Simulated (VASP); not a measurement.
Set up this calculation in VASP 6.6.1, as the native input.

```yaml
Task: single point
Functional: LDA
Potentials_or_basis: VASP PAW LDA potentials, release 64 (Cd, Ag)
Cutoff: 520 eV
k_mesh: 12 × 12 × 12
Occupations: gaussian, width 0.1 eV
Spin: no spin polarisation
Dipole_correction: no
Further_INCAR_settings: ALGO = Fast; EDIFF = 1e-06; NBANDS = 18
```

The structure of CdAg lies in POSCAR:

```
CdAg
1.0
    3.2644025523      0.0000000000      0.0000000000
    0.0000000000      3.2644025523      0.0000000000
    0.0000000000      0.0000000000      3.2644025523
Cd Ag
1 1
Direct
    0.5000000000      0.5000000000      0.5000000000
    0.0000000000      0.0000000000      0.0000000000
```

The input as run:

INCAR

```
SYSTEM = CdAg
PREC = Accurate
ENCUT = 520
EDIFF = 1E-6
ISMEAR = 0
SIGMA = 0.1
LREAL = .FALSE.
LASPH = .TRUE.
NELM = 100
ALGO = Fast
ISIF = 2
LWAVE = .FALSE.
LCHARG = .TRUE.
LELF = .TRUE.
LVHAR = .TRUE.
NBANDS = 18
```

KPOINTS

```
Automatic mesh
0
G
  12 12 12
  0 0 0
```

Potentials or basis: VASP PAW LDA potentials, release 64 (Cd, Ag).

The run is started by

```bash
$ cat potpaw_LDA.64/Cd/POTCAR potpaw_LDA.64/Ag/POTCAR > POTCAR
$ mpirun -np 1 vasp_std > vasp.out
```

It gave:

The pressure is 0.8 GPa. The band gap on the k mesh is zero (an odd number of electrons rules out a gap without spin polarisation).

Run time: 17 s on 1 thread of Intel(R) Xeon(R) Platinum 8488C (Sapphire Rapids), on a shared host, peak memory 0.17 GiB.
